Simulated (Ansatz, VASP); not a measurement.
Ga2O in VASP and in Ansatz

```
Ga O
1.0
     5.01631    0.00000    0.00000
    -2.50816    4.34425    0.00000
     0.00000    0.00000    2.23235
Ga O
2 1
Direct
  0.33333 0.66667 0.00000
  0.66667 0.33333 0.00000
  0.00000 0.00000 0.00000
```

Alike in both runs: task single point; functional PBE; k mesh 6 × 6 × 8; occupations gaussian, width 0.1 eV; collinear spin.

|  | VASP | Ansatz |
| --- | --- | --- |
| version | VASP 6.6.1 | Ansatz 0.2.0 |
| potentials or method | VASP PAW PBE potentials, release 64 (Ga_d, O), cutoff 520 eV | scalar-relativistic, plane waves, PAW |
| valence electrons in the cell | 32 | 32 |

VASP gave:

| Item | Value |
| --- | --- |
| gap on the k mesh at the Fermi level (eV) | none |
| pressure (GPa) | 1.4 |
| traceless stress, the component that is largest in VASP (GPa) | 25.31 |
| net moment per atom (μB) | 0.00 |

Question: Which values does Ansatz return?

Answer: gap on the k mesh at the Fermi level (eV): none; pressure (GPa): 1.3; traceless stress, the component that is largest in VASP (GPa): 25.14; net moment per atom (μB): 0.00.

A gap of «none» marks a metal or a gap that the smearing closes. Ansatz's warnings: seeded moment not kept.
